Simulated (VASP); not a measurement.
# Ba2S (CdCl2 type) (R-3m) in VASP: a series of runs, part 2 of 2

VASP 6.6.1.

**3. Single point, PBEsol**

This run uses another cell than the first one, of 25.44 Å³/atom, 1.200 times its volume.

File INCAR:

```
SYSTEM = Ba2S
PREC     = Accurate       ! precision mode
ENCUT    = 520            ! plane-wave cutoff, eV
EDIFF    = 1E-7           ! SCF threshold, eV
ISMEAR   = -1             ! smearing method
SIGMA    = 0.05           ! smearing width, eV
LREAL    = .FALSE.        ! projectors in reciprocal space
LASPH    = .TRUE.         ! aspherical terms in the spheres
NELM     = 80             ! most SCF steps
ALGO     = Normal         ! electronic algorithm
ISIF     = 2              ! what is computed and relaxed
LWAVE    = .FALSE.        ! write WAVECAR
LCHARG   = .FALSE.        ! write CHGCAR
GGA      = PS             ! functional
NBANDS   = 20             ! bands
```

File KPOINTS:

```
Automatic mesh
0
G
  9 9 9
  0 0 0
```

File POSCAR:

```
Ba2S
1.0
    1.9338762330     -1.1165239637      5.8919253526
    0.0000000000      2.2330479274      5.8919253526
   -1.9338762330     -1.1165239637      5.8919253526
S Ba
1 2
Direct
    0.0000000000      0.0000000000      0.0000000000
    0.2322893371      0.2322893371      0.2322893371
    0.7677106629      0.7677106629      0.7677106629
```

Potentials or basis: VASP PAW PBE potentials, release 64 (S, Ba_sv).

On the command line:

```bash
> cat potpaw_PBE.64/S/POTCAR potpaw_PBE.64/Ba_sv/POTCAR > POTCAR
> mpirun -np 1 vasp_std > vasp.out
```

OUTCAR:

```text
SYSTEM = Ba2S
   PREC = Accurate
   ENCUT = 520
   EDIFF = 1E-7
   ISMEAR = -1
   LREAL = .FALSE.
   LASPH = .TRUE.
   NELM = 80
   ISIF = 2
   GGA = PS

 ion  position               nearest neighbor table
   1  0.000  0.000  0.000-   3 2.86   2 2.86   3 2.86   2 2.86   3 2.86   2 2.86
   2  0.232  0.232  0.232-   1 2.86   1 2.86   1 2.86   3 3.22   3 3.22   3 3.22   3 4.21   3 4.21
                             3 4.21
   3  0.768  0.768  0.768-   1 2.86   1 2.86   1 2.86   2 3.22   2 3.22   2 3.22   2 4.21   2 4.21
                             2 4.21

  LATTYP: Found a trigonal (rhomboedric) cell.
 ALAT       =     6.3008957622
 COS(alpha) =     0.8115991934

  Lattice vectors:

 A1 = (   1.9338762330,  -1.1165239637,   5.8919253526)
 A2 = (   0.0000000000,   2.2330479274,   5.8919253526)
 A3 = (  -1.9338762330,  -1.1165239637,   5.8919253526)

Analysis of symmetry for initial positions (statically):
=====================================================================
 Subroutine PRICEL returns:
 Original cell was already a primitive cell.

 Routine SETGRP: Setting up the symmetry group for a
 trigonal (rhombohedral) supercell.

 Subroutine GETGRP returns: Found 12 space group operations
 (whereof 12 operations were pure point group operations)
 out of a pool of 12 trial point group operations.

The static configuration has the point symmetry D_3d.

Analysis of symmetry for dynamics (positions and initial velocities):
=====================================================================
 Subroutine PRICEL returns:
 Original cell was already a primitive cell.

 Routine SETGRP: Setting up the symmetry group for a
 trigonal (rhombohedral) supercell.

 Subroutine GETGRP returns: Found 12 space group operations
 (whereof 12 operations were pure point group operations)
 out of a pool of 12 trial point group operations.

The dynamic configuration has the point symmetry D_3d.

 Subroutine INISYM returns: Found 12 space group operations
 (whereof 12 operations are pure point group operations),
 and found     1 'primitive' translations

----------------------------------------------------------------------------------------

                                     Primitive cell

  volume of cell :      76.3317

  direct lattice vectors                    reciprocal lattice vectors
     1.933876233 -1.116523964  5.891925353     0.258548087 -0.149272807  0.056574602
     0.000000000  2.233047927  5.891925353     0.000000000  0.298545615  0.056574602
    -1.933876233 -1.116523964  5.891925353    -0.258548087 -0.149272807  0.056574602

  length of vectors
     6.300895762  6.300895762  6.300895762     0.303858799  0.303858799  0.303858799

  position of ions in fractional coordinates (direct lattice)
     0.000000000  0.000000000  0.000000000
     0.232289337  0.232289337  0.232289337
     0.767710663  0.767710663  0.767710663

  ion indices of the primitive-cell ions
   primitive index   ion index
                 1           1
                 2           2
                 3           3

----------------------------------------------------------------------------------------

 KPOINTS: Automatic mesh

Automatic generation of k-mesh.
 Grid dimensions read from file:
 generate k-points for:    9    9    9

 Generating k-lattice:

  Cartesian coordinates                     Fractional coordinates (reciprocal lattice)
     0.028727565 -0.016585867  0.006286067     0.111111111 -0.000000000 -0.000000000
     0.000000000  0.033171735  0.006286067    -0.000000000  0.111111111 -0.000000000
    -0.028727565 -0.016585867  0.006286067    -0.000000000 -0.000000000  0.111111111

  Length of vectors
     0.033762089  0.033762089  0.033762089

  Shift w.r.t. Gamma in fractional coordinates (k-lattice)
     0.000000000  0.000000000  0.000000000

 Subroutine IBZKPT returns following result:
 ===========================================

 Found     85 irreducible k-points:

 Following reciprocal coordinates:
            Coordinates               Weight
  0.000000  0.000000  0.000000      1.000000
  0.111111 -0.000000  0.000000      6.000000
  0.222222 -0.000000  0.000000      6.000000
  0.333333 -0.000000  0.000000      6.000000
  0.444444 -0.000000  0.000000      6.000000
  0.111111  0.111111  0.000000      6.000000
[... 16 lines left out ...]
 -0.333333  0.333333 -0.000000      6.000000
  0.444444  0.444444  0.000000      6.000000
 [... further k-points ...]
   k-points           NKPTS =     85   k-points in BZ     NKDIM =     85   number of bands    NBANDS=     20
   number of dos      NEDOS =    301   number of ions     NIONS =      3
   total plane-waves  NPLWV = 110592
   dimension x,y,z NGX =    48 NGY =   48 NGZ =   48
   dimension x,y,z NGXF=    96 NGYF=   96 NGZF=   96
   ions per type =               1   2
   NGX,Y,Z   is equivalent  to a cutoff of  12.66, 12.66, 12.66 a.u.
   NGXF,Y,Z  is equivalent  to a cutoff of  25.33, 25.33, 25.33 a.u.
 SYSTEM =  Ba2S
   PREC   = accura    normal or accurate (medium, high low for compatibility)
   ISTART =      0    job   : 0-new  1-cont  2-samecut
   ICHARG =      2    charge: 1-file 2-atom 10-const
   ISPIN  =      1    spin polarized calculation?
   LNONCOLLINEAR =      F non collinear calculations
   LSORBIT =      F    spin-orbit coupling
   LASPH  =      T    aspherical Exc in radial PAW
   ENCUT  =  520.0 eV  38.22 Ry    6.18 a.u.  11.72 11.72 11.72*2*pi/ulx,y,z
   NELM   =     80;   NELMIN=  2; NELMDL= -5     # of ELM steps
   EDIFF  = 0.1E-06   stopping-criterion for ELM
   LREAL  =      F    real-space projection
   EDIFFG = 0.1E-05   stopping-criterion for IOM
   NSW    =      0    number of steps for IOM
   IBRION =     -1    ionic relax: 0-MD 1-quasi-New 2-CG
   NFREE  =      0    steps in history (QN), initial steepest desc. (CG)
   ISIF   =      2    stress and relaxation
   ISYM   =      2    0-nonsym 1-usesym 2-fastsym
   POTIM  = 0.5000    time-step for ionic-motion
   TEBEG  =    0.0;   TEEND  =   0.0 temperature during run
   PSTRESS=    0.0 pullay stress
   NELECT =      26.0000    total number of electrons
   NUPDOWN=      -1.0000    fix difference up-down
   EMIN   =  10.00;   EMAX   =-10.00  energy-range for DOS
   EFERMI =   0.00;   METHOD = LEGACY
   ISMEAR =    -1;   SIGMA  =   0.05  broadening in eV -4-tet -1-fermi 0-gaus
   EFERMI_NEDOS =   21; number of points for ismear=-14 and -15
   IALGO  =     38    algorithm
   IMIX   =      4    mixing-type and parameters
     AMIX     =   0.40;   BMIX     =  1.00
     AMIX_MAG =   1.60;   BMIX_MAG =  1.00
  volume/ion in A,a.u.               =      25.44       171.70
  Fermi-wavevector in a.u.,A,eV,Ry     =   1.143311  2.160544 17.784978  1.307159
  Thomas-Fermi vector in A             =   2.280006
   LORBIT       =      0    0 simple, 1 ext, 2 COOP (PROOUT), +10 PAW based schemes
   GGA     = PS    functional components
   LHFCALC =     F    Hartree Fock is set to
   AEXX    =    0.0000 exact exchange contribution
   IVDW    =     0    specifies the selected vdW correction
   LEPSILON=     F    determine dielectric tensor
   LRPA    =     F    only Hartree local field effects (RPA)
 non-spin polarized calculation
  energy-cutoff  :      520.00
  volume of cell :       76.33
 maximum number of plane-waves:      2079
   NGX = 23   NGY = 23   NGZ = 23

 number of electron      26.0000001 magnetization

 Free energy of the ion-electron system (eV)
  ---------------------------------------------------
  ext. energy  EPLUGINS =         0.00000000
  ---------------------------------------------------
  free energy    TOTEN  =       -10.56940714 eV

  energy without entropy =      -10.55293601  energy(sigma->0) =      -10.56117157

 E-fermi :   5.7451     XC(G=0): -10.3880

 val. band max:        5.7248855865   @ k =  -0.1111   0.4444   0.1111
 cond. band min:       5.7459945104   @ k =   0.1111   0.1111   0.0000
 fundamental gap:      0.0211089239
 Fermi energy:         5.7450979171

 k-point     1 :       0.0000    0.0000    0.0000
  band No.  band energies     occupation
      1     -23.0405      2.00000
      2     -22.1884      2.00000
      3     -10.3347      2.00000
      4      -7.6779      2.00000
      5      -7.6779      2.00000
      6      -6.9628      2.00000
[... 12 lines left out ...]
     19       8.4033      0.00000
     20       9.5273      0.00000
[... 507 lines left out ...]
 k-point    24 :       0.4444    0.4444    0.0000
  band No.  band energies     occupation
      1     -22.5956      2.00000
      2     -22.2853      2.00000
      3     -10.2199      2.00000
      4      -9.3725      2.00000
      5      -8.2624      2.00000
      6      -7.6163      2.00000
[... 12 lines left out ...]
     19      10.4982      0.00000
     20      12.3423      0.00000

 [... further k-points ...]
[... 5 lines left out ...]
  --------------------------------------------------------------------------------------
  -------------------------------------------------------------------------------------
  Total        7.8846454      7.8846454      7.9055187      0.0000000      0.0000000      0.0000000
  in kB      165.4960147    165.4960147    165.9341380      0.0000000      0.0000000      0.0000000
  external PRESSURE =     165.6420558 kB  Pullay stress =       0.0000000 kB

 VOLUME and BASIS-vectors are now :
 -----------------------------------------------------------------------------
  energy-cutoff  :      520.00
  volume of cell :       76.33
      direct lattice vectors                 reciprocal lattice vectors
     1.933876233 -1.116523964  5.891925353     0.258548087 -0.149272807  0.056574602
     0.000000000  2.233047927  5.891925353     0.000000000  0.298545615  0.056574602
    -1.933876233 -1.116523964  5.891925353    -0.258548087 -0.149272807  0.056574602

 POSITION                                       TOTAL-FORCE (eV/Angst)
 -----------------------------------------------------------------------------------
      0.00000      0.00000      0.00000         0.000000     -0.000000      0.000000
      0.00000      0.00000      4.10589         0.000000      0.000000      0.185715
      0.00000      0.00000     13.56988         0.000000      0.000000     -0.185715
 -----------------------------------------------------------------------------------
    total drift:                               -0.000000     -0.000000      0.000000

  FREE ENERGIE OF THE ION-ELECTRON SYSTEM (eV)
  ---------------------------------------------------
  free  energy   TOTEN  =       -10.5694071400 eV

  energy  without entropy=      -10.5529360083  energy(sigma->0) =      -10.56117157
```

Run time: 5.9 min. Hardware: 1 thread of Intel Xeon Platinum 8488C (Sapphire Rapids), shared host; peak memory 0.38 GiB.

Results:

```
Free energy            : -10.5694 eV
Pressure               : 16.6 GPa
Largest force          : 0.186 eV/Å
Band gap on the k mesh : zero (band 13 reaches 6.04 eV, above the bottom of band 14 at 5.26 eV)
```

Forces on the atoms (eV/Å):
```
S    0.000  0.000  0.000
Ba   0.000  0.000  0.186
Ba   0.000  0.000 -0.186
```

Levels at points of the mesh, in eV from the Fermi level:
```csv
k point,band 9,band 10,band 11,band 12,band 13,band 14,band 15,band 16,band 17,band 18
"(0.00, 0.00, 0.00)",-11.97,-4.24,-3.38,-3.38,-0.34,0.76,0.91,0.91,2.38,2.66
```

Caveat: the PAW data sets were made with another functional, which shifts forces and pressure a little; spin-orbit coupling is left out, which moves the levels of the heavy elements.

**4. Single point, PBEsol**

File INCAR:

```
  ALGO = Normal
  EDIFF = 1E-6
  ENCUT = 520
  GGA = PS
  ISIF = 2
  ISMEAR = -1
  LASPH = True
  LCHARG = True
  LELF = True
  LREAL = False
  LVHAR = True
  LWAVE = False
  NBANDS = 20
  NELM = 80
  PREC = Accurate
  SIGMA = 0.05
```

File KPOINTS:

```
k-points
0
Gamma
  9 9 9
```

POSCAR is that of step 3.

On the command line:

```bash
> cat potpaw_PBE.64/S/POTCAR potpaw_PBE.64/Ba_sv/POTCAR > POTCAR
> mpirun -np 1 vasp_std > vasp.out
```

It took 4.9 min on 1 thread of Intel Xeon Platinum 8488C (Sapphire Rapids), shared host; peak memory 0.38 GiB.

It converged, with:

| Property | Result |
| --- | --- |
| Free energy | -10.5694 eV |
| Pressure | 16.6 GPa |
| Largest force | 0.186 eV/Å |
| Band gap on the k mesh | zero (band 13 reaches 6.04 eV, above the bottom of band 14 at 5.26 eV) |

Forces on the atoms (eV/Å):
```
S    0.000  0.000  0.000
Ba   0.000  0.000  0.186
Ba   0.000  0.000 -0.186
```

Levels at points of the mesh, in eV from the Fermi level:
| k point | band 11 | band 12 | band 13 | band 14 | band 15 | band 16 |
| --- | --- | --- | --- | --- | --- | --- |
| (0.00, 0.00, 0.00) | -3.38 | -3.38 | -0.34 | 0.76 | 0.91 | 0.91 |

Caveat: the PAW data sets were made with another functional, which shifts forces and pressure a little; spin-orbit coupling is left out, which moves the levels of the heavy elements.
